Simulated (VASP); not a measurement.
# MgO (P6_3mc) in VASP: notebook

The runs below take MgO through single point, with PBE.

Everything below comes from runs of VASP 6.6.1. Logs are shortened: lines on timing, memory, paths and dates and some standing lists are left out, and cuts for length are marked.

## Step 1: The cell of the first run

The structure is hexagonal, space group P6_3mc (No. 186). The conventional cell has a = 3.238 Å, b = 3.238 Å, c = 5.122 Å, α = 90.00°, β = 90.00°, γ = 120.00°. Within 2.6 Å of Mg (site symmetry 3m) lie 4 O at 1.95 to 2.01 Å. O (site symmetry 3m) has 4 Mg at 1.95 to 2.01 Å within 2.6 Å.

## Step 2: Single point, PBE

The input, INCAR:

```
  PREC = Accurate
  ENCUT = 520
  EDIFF = 1E-6
  ISMEAR = 0
  SIGMA = 0.05
  LREAL = F
  LASPH = T
  NELM = 100
  ALGO = Normal
  ISIF = 2
  LWAVE = F
  LCHARG = F
  GGA = PE
  NBANDS = 16
```

The input, KPOINTS:

```
Automatic mesh
0
Gamma
  9 9 6
```

The input, POSCAR:

```
MgO
1.0
    3.2379000000      0.0000000000      0.0000000000
   -1.6189500000      2.8041036549      0.0000000000
    0.0000000000      0.0000000000      5.1215474299
Mg O
2 2
Direct
    0.3333333333      0.6666666667      0.0063188013
    0.6666666667      0.3333333333      0.5063188013
    0.3333333333      0.6666666667      0.3982811987
    0.6666666667      0.3333333333      0.8982811987
```

Potentials or basis: VASP PAW PBE potentials, release 64 (Mg, O).

Run with:

```sh
$ cat potpaw_PBE.64/Mg/POTCAR potpaw_PBE.64/O/POTCAR > POTCAR
$ mpirun -np 1 vasp_std > vasp.out
```

OUTCAR:

```text
PREC = Accurate
   ENCUT = 520
   EDIFF = 1E-6
   ISMEAR = 0
   LREAL = F
   LASPH = T
   NELM = 100
   ISIF = 2
   GGA = PE

 ion  position               nearest neighbor table
   1  0.333  0.667  0.006-   4 1.95   4 1.95   4 1.95   3 2.01   2 3.17   2 3.17   2 3.17   2 3.17
                             2 3.17   2 3.17
   2  0.667  0.333  0.506-   3 1.95   3 1.95   3 1.95   4 2.01   1 3.17   1 3.17   1 3.17   1 3.17
                             1 3.17   1 3.17
   3  0.333  0.667  0.398-   2 1.95   2 1.95   2 1.95   1 2.01
   4  0.667  0.333  0.898-   1 1.95   1 1.95   1 1.95   2 2.01

  LATTYP: Found a hexagonal cell.
 ALAT       =     3.2379000000
 C/A-ratio  =     1.5817497236

  Lattice vectors:

 A1 = (   3.2379000000,   0.0000000000,   0.0000000000)
 A2 = (  -1.6189500000,   2.8041036549,   0.0000000000)
 A3 = (   0.0000000000,   0.0000000000,   5.1215474299)

Analysis of symmetry for initial positions (statically):
=====================================================================
 Subroutine PRICEL returns:
 Original cell was already a primitive cell.

 Routine SETGRP: Setting up the symmetry group for a
 hexagonal supercell.

 Subroutine GETGRP returns: Found 12 space group operations
 (whereof  6 operations were pure point group operations)
 out of a pool of 24 trial point group operations.

The static configuration has the point symmetry C_3v.
 The point group associated with its full space group is C_6v.

Analysis of symmetry for dynamics (positions and initial velocities):
=====================================================================
 Subroutine PRICEL returns:
 Original cell was already a primitive cell.

 Routine SETGRP: Setting up the symmetry group for a
 hexagonal supercell.

 Subroutine GETGRP returns: Found 12 space group operations
 (whereof  6 operations were pure point group operations)
 out of a pool of 24 trial point group operations.

The dynamic configuration has the point symmetry C_3v.
 The point group associated with its full space group is C_6v.

 Subroutine INISYM returns: Found 12 space group operations
 (whereof  6 operations are pure point group operations),
 and found     1 'primitive' translations

----------------------------------------------------------------------------------------

                                     Primitive cell

  volume of cell :      46.5006

  direct lattice vectors                    reciprocal lattice vectors
     3.237900000  0.000000000  0.000000000     0.308842151  0.178310099  0.000000000
    -1.618950000  2.804103655  0.000000000     0.000000000  0.356620198  0.000000000
     0.000000000  0.000000000  5.121547430     0.000000000  0.000000000  0.195253488

  length of vectors
     3.237900000  3.237900000  5.121547430     0.356620198  0.356620198  0.195253488

  position of ions in fractional coordinates (direct lattice)
     0.333333333  0.666666667  0.006318801
     0.666666667  0.333333333  0.506318801
     0.333333333  0.666666667  0.398281199
     0.666666667  0.333333333  0.898281199

  ion indices of the primitive-cell ions
   primitive index   ion index
                 1           1
                 2           2
                 3           3
                 4           4

----------------------------------------------------------------------------------------

 KPOINTS: Automatic mesh

Automatic generation of k-mesh.
 Grid dimensions read from file:
 generate k-points for:    9    9    6

 Generating k-lattice:

  Cartesian coordinates                     Fractional coordinates (reciprocal lattice)
     0.034315795  0.019812233  0.000000000     0.111111111  0.000000000  0.000000000
     0.000000000  0.039624466  0.000000000     0.000000000  0.111111111  0.000000000
     0.000000000  0.000000000  0.032542248     0.000000000  0.000000000  0.166666667

  Length of vectors
     0.039624466  0.039624466  0.032542248

  Shift w.r.t. Gamma in fractional coordinates (k-lattice)
     0.000000000  0.000000000  0.000000000

 Subroutine IBZKPT returns following result:
 ===========================================

 Found     48 irreducible k-points:

 Following reciprocal coordinates:
            Coordinates               Weight
  0.000000  0.000000  0.000000      1.000000
  0.111111 -0.000000  0.000000      6.000000
  0.222222 -0.000000  0.000000      6.000000
  0.333333 -0.000000  0.000000      6.000000
  0.444444 -0.000000  0.000000      6.000000
  0.111111  0.111111  0.000000      6.000000
[... 16 lines left out ...]
  0.333333  0.222222  0.166667     24.000000
  0.333333  0.333333  0.166667      4.000000
 [... further k-points ...]
   k-points           NKPTS =     48   k-points in BZ     NKDIM =     48   number of bands    NBANDS=     16
   number of dos      NEDOS =    301   number of ions     NIONS =      4
   total plane-waves  NPLWV =  23040
   dimension x,y,z NGX =    24 NGY =   24 NGZ =   40
   dimension x,y,z NGXF=    48 NGYF=   48 NGZF=   80
   ions per type =               2   2
   NGX,Y,Z   is equivalent  to a cutoff of  12.32, 12.32, 12.98 a.u.
   NGXF,Y,Z  is equivalent  to a cutoff of  24.65, 24.65, 25.97 a.u.
 SYSTEM =  unknown system
   PREC   = accura    normal or accurate (medium, high low for compatibility)
   ISTART =      0    job   : 0-new  1-cont  2-samecut
   ICHARG =      2    charge: 1-file 2-atom 10-const
   ISPIN  =      1    spin polarized calculation?
   LNONCOLLINEAR =      F non collinear calculations
   LSORBIT =      F    spin-orbit coupling
   LASPH  =      T    aspherical Exc in radial PAW
   ENCUT  =  520.0 eV  38.22 Ry    6.18 a.u.   6.02  6.02  9.52*2*pi/ulx,y,z
   NELM   =    100;   NELMIN=  2; NELMDL= -5     # of ELM steps
   EDIFF  = 0.1E-05   stopping-criterion for ELM
   LREAL  =      F    real-space projection
   EDIFFG = 0.1E-04   stopping-criterion for IOM
   NSW    =      0    number of steps for IOM
   IBRION =     -1    ionic relax: 0-MD 1-quasi-New 2-CG
   NFREE  =      0    steps in history (QN), initial steepest desc. (CG)
   ISIF   =      2    stress and relaxation
   ISYM   =      2    0-nonsym 1-usesym 2-fastsym
   POTIM  = 0.5000    time-step for ionic-motion
   TEBEG  =    0.0;   TEEND  =   0.0 temperature during run
   PSTRESS=    0.0 pullay stress
   NELECT =      16.0000    total number of electrons
   NUPDOWN=      -1.0000    fix difference up-down
   EMIN   =  10.00;   EMAX   =-10.00  energy-range for DOS
   EFERMI =   0.00;   METHOD = LEGACY
   ISMEAR =     0;   SIGMA  =   0.05  broadening in eV -4-tet -1-fermi 0-gaus
   EFERMI_NEDOS =   21; number of points for ismear=-14 and -15
   IALGO  =     38    algorithm
   IMIX   =      4    mixing-type and parameters
     AMIX     =   0.40;   BMIX     =  1.00
     AMIX_MAG =   1.60;   BMIX_MAG =  1.00
  volume/ion in A,a.u.               =      11.63        78.45
  Fermi-wavevector in a.u.,A,eV,Ry     =   1.147172  2.167841 17.905321  1.316004
  Thomas-Fermi vector in A             =   2.283853
   LORBIT       =      0    0 simple, 1 ext, 2 COOP (PROOUT), +10 PAW based schemes
   GGA     = PE    functional components
   LHFCALC =     F    Hartree Fock is set to
   AEXX    =    0.0000 exact exchange contribution
   IVDW    =     0    specifies the selected vdW correction
   LEPSILON=     F    determine dielectric tensor
   LRPA    =     F    only Hartree local field effects (RPA)
 non-spin polarized calculation
 Gauss-broadening in eV      SIGMA  =   0.05
  energy-cutoff  :      520.00
  volume of cell :       46.50
 maximum number of plane-waves:      1284
   NGX = 13   NGY = 13   NGZ = 19

 number of electron      16.0000010 magnetization

 Free energy of the ion-electron system (eV)
  ---------------------------------------------------
  ext. energy  EPLUGINS =         0.00000000
  ---------------------------------------------------
  free energy    TOTEN  =       -23.48368983 eV

  energy without entropy =      -23.48368983  energy(sigma->0) =      -23.48368983

 E-fermi :   1.3347     XC(G=0):  -9.8063

 val. band max:        1.0891842671   @ k =   0.0000   0.0000   0.0000
 cond. band min:       4.7827735029   @ k =   0.0000   0.0000   0.0000
 fundamental gap:      3.6935892358
 Fermi energy:         1.3347360819

 k-point     1 :       0.0000    0.0000    0.0000
  band No.  band energies     occupation
      1     -15.0866      2.00000
      2     -14.3316      2.00000
      3      -2.1746      2.00000
      4       0.5576      2.00000
      5       0.5576      2.00000
      6       0.8245      2.00000
[... 8 lines left out ...]
     15      18.1852      0.00000
     16      18.1852      0.00000

 k-point     2 :       0.1111   -0.0000    0.0000
  band No.  band energies     occupation
      1     -15.0206      2.00000
      2     -14.3041      2.00000
      3      -2.0466      2.00000
      4       0.2227      2.00000
      5       0.4424      2.00000
      6       0.4763      2.00000
[... 8 lines left out ...]
     15      17.7390      0.00000
     16      18.0749      0.00000

 k-point     3 :       0.2222   -0.0000    0.0000
  band No.  band energies     occupation
      1     -14.8439      2.00000
      2     -14.2391      2.00000
      3      -1.6863      2.00000
      4      -0.6303      2.00000
      5      -0.1576      2.00000
      6       0.3047      2.00000
[... 8 lines left out ...]
     15      16.5412      0.00000
     16      17.1376      0.00000

 k-point     4 :       0.3333   -0.0000    0.0000
  band No.  band energies     occupation
      1     -14.6165      2.00000
      2     -14.1815      2.00000
      3      -1.4307      2.00000
      4      -1.1597      2.00000
      5      -0.7074      2.00000
      6       0.1379      2.00000
[... 8 lines left out ...]
     15      15.9087      0.00000
     16      17.3503      0.00000
[... 324 lines left out ...]
 k-point    22 :       0.2222    0.2222    0.1667
  band No.  band energies     occupation
      1     -14.4821      2.00000
      2     -14.1877      2.00000
      3      -1.4441      2.00000
      4      -1.2832      2.00000
      5      -0.3657      2.00000
      6      -0.2054      2.00000
[... 8 lines left out ...]
     15      15.2623      0.00000
     16      18.0498      0.00000

 k-point    23 :       0.3333    0.2222    0.1667
  band No.  band energies     occupation
      1     -14.3324      2.00000
      2     -14.1882      2.00000
      3      -1.6362      2.00000
      4      -1.1203      2.00000
      5      -0.6421      2.00000
      6      -0.0961      2.00000
[... 8 lines left out ...]
     15      14.9643      0.00000
     16      18.0477      0.00000

 k-point    24 :       0.3333    0.3333    0.1667
  band No.  band energies     occupation
      1     -14.2346      2.00000
      2     -14.2346      2.00000
      3      -1.4596      2.00000
      4      -0.9713      2.00000
      5      -0.9713      2.00000
      6      -0.3144      2.00000
[... 8 lines left out ...]
     15      14.8159      0.00000
     16      18.9899      0.00000

 [... further k-points ...]
[... 5 lines left out ...]
  --------------------------------------------------------------------------------------
  -------------------------------------------------------------------------------------
  Total        2.2742470      2.2742470      0.5686484      0.0000000     -0.0000000      0.0000000
  in kB       78.3591128     78.3591128     19.5927644      0.0000000     -0.0000000      0.0000000
  external PRESSURE =      58.7703300 kB  Pullay stress =       0.0000000 kB

 VOLUME and BASIS-vectors are now :
 -----------------------------------------------------------------------------
  energy-cutoff  :      520.00
  volume of cell :       46.50
      direct lattice vectors                 reciprocal lattice vectors
     3.237900000  0.000000000  0.000000000     0.308842151  0.178310099  0.000000000
    -1.618950000  2.804103655  0.000000000     0.000000000  0.356620198  0.000000000
     0.000000000  0.000000000  5.121547430     0.000000000  0.000000000  0.195253488

 POSITION                                       TOTAL-FORCE (eV/Angst)
 -----------------------------------------------------------------------------------
     -0.00000      1.86940      0.03236        -0.000000      0.000000      0.219582
      1.61895      0.93470      2.59314         0.000000      0.000000      0.219582
     -0.00000      1.86940      2.03982        -0.000000      0.000000     -0.219582
      1.61895      0.93470      4.60059        -0.000000     -0.000000     -0.219582
 -----------------------------------------------------------------------------------
    total drift:                               -0.000000     -0.000000     -0.001541

  FREE ENERGIE OF THE ION-ELECTRON SYSTEM (eV)
  ---------------------------------------------------
  free  energy   TOTEN  =       -23.4836898344 eV

  energy  without entropy=      -23.4836898344  energy(sigma->0) =      -23.48368983
```

Run time: 22 s. Hardware: 1 thread of Intel Xeon Platinum 8488C (Sapphire Rapids), shared host; peak memory 0.17 GiB.

What came out:

```
Free energy            : -23.4837 eV
Pressure               : 5.9 GPa
Largest force          : 0.220 eV/Å
Band gap on the k mesh : 3.69 eV, direct
```

Forces on the atoms (eV/Å):
```
Mg   0.000  0.000  0.220
Mg   0.000  0.000  0.220
O    0.000  0.000 -0.220
O    0.000  0.000 -0.220
```

Stress tensor (GPa, compression positive):
```
7.84 0.00 0.00
0.00 7.84 0.00
0.00 0.00 1.96
```

Levels at points of the mesh, in eV from the valence-band top:
```tsv
k point	band 4	band 5	band 6	band 7	band 8	band 9	band 10	band 11	band 12	band 13
(0.00, 0.00, 0.00)	-0.53	-0.53	-0.26	-0.26	0.00	3.69	8.79	10.29	14.78	14.78
(0.00, 0.00, 0.50)	-1.99	-0.40	-0.40	-0.40	-0.40	6.17	6.17	13.17	13.17	15.28
```

A k mesh can miss the band edges. As with any semilocal functional, this PBE gap is likely too small.

## Step 3: Single point, PBE

This run uses another cell than the first one, of 11.54 Å³/atom, 0.992 times its volume.

The input, INCAR:

```
PREC     = Accurate       # precision mode
ENCUT    = 520            # plane-wave cutoff, eV
EDIFF    = 1E-6           # SCF threshold, eV
ISMEAR   = 0              # smearing method
SIGMA    = 0.05           # smearing width, eV
LREAL    = False          # projectors in reciprocal space
LASPH    = True           # aspherical terms in the spheres
NELM     = 100            # most SCF steps
ALGO     = Normal         # electronic algorithm
ISIF     = 2              # what is computed and relaxed
LWAVE    = False          # write WAVECAR
LCHARG   = False          # write CHGCAR
GGA      = PE             # functional
NBANDS   = 16             # bands
```

The input, KPOINTS:

```
regular mesh
0
Gamma
  9 9 6
```

The input, POSCAR:

```
MgO
1.0
    3.3152853999      0.0000000000      0.0000000000
   -1.6576427000      2.8711213771      0.0000000000
    0.0000000000      0.0000000000      4.8484000000
Mg O
2 2
Direct
    0.3333333333      0.6666666667      0.0063188013
    0.6666666667      0.3333333333      0.5063188013
    0.3333333333      0.6666666667      0.3982811987
    0.6666666667      0.3333333333      0.8982811987
```

Potentials or basis: VASP PAW PBE potentials, release 64 (Mg, O).

Run with:

```sh
$ cat potpaw_PBE.64/Mg/POTCAR potpaw_PBE.64/O/POTCAR > POTCAR
$ mpirun -np 1 vasp_std > vasp.out
```

Run time: 38 s. Hardware: 1 thread of Intel Xeon Platinum 8488C (Sapphire Rapids), shared host; peak memory 0.18 GiB.

The run converged. Its results:

| Property | Result |
| --- | --- |
| Free energy | -23.4253 eV |
| Pressure | 6.6 GPa |
| Largest force | 0.791 eV/Å |
| Band gap on the k mesh | 3.60 eV, direct |

Forces in eV/Å, atoms in the order of the input:
```
Mg   0.000  0.000 -0.791
Mg   0.000  0.000 -0.791
O    0.000  0.000  0.791
O    0.000  0.000  0.791
```

Stress tensor (GPa, compression positive):
```
 2.49  0.00  0.00
 0.00  2.49  0.00
 0.00  0.00 14.85
```

Levels at points of the mesh, in eV from the valence-band top:
```
           k point  band 5  band 6  band 7  band 8  band 9  band 10  band 11  band 12
(0.00, 0.00, 0.00)   -0.82   -0.44   -0.44    0.00    3.60     8.59    10.70    13.97
(0.00, 0.00, 0.50)   -0.63   -0.63   -0.63   -0.63    6.11     6.11    13.65    13.65
```

[end of part 1 of 2]
